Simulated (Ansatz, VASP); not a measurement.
One calculation of Tc, two programs

```
Tc
1.0
     2.74000    0.00000    0.00000
    -1.37000    2.37291    0.00000
     0.00000    0.00000    4.39800
Tc
2
Direct
  0.66667 0.33333 0.75000
  0.33333 0.66667 0.25000
```

Alike in both runs: functional PBEsol; k mesh 6 × 6 × 4; occupations fermi-dirac, width 0.05 eV; no spin polarisation.

```csv
,VASP,Ansatz
version,VASP 6.6.1,Ansatz 0.2.0
potentials or method,"VASP PAW PBE potentials, release 64 (Tc_pv)",Ansatz PAW earlier set
plane-wave cutoff (eV),520,500
valence electrons in the cell,26,30
task,single point,band structure
```

```csv
,VASP,Ansatz,Ansatz less VASP
gap on the k mesh at the Fermi level (eV),none,none,-
pressure (GPa),-6.5,-5.8,+0.67
"traceless stress, the component that is largest in VASP (GPa)",-0.78,-0.79,-0.008
```

VASP's potentials were made for PBE, not for PBEsol. A gap of «none» marks a metal or a gap that the smearing closes. The functional is the same, so the differences come from potentials, cutoffs and numerics. VASP's potentials hold 26 valence electrons a cell and Ansatz's 30, so a difference there can come from the potentials and not from the codes.

The k mesh is coarse, so the values compare programs but aren't converged.
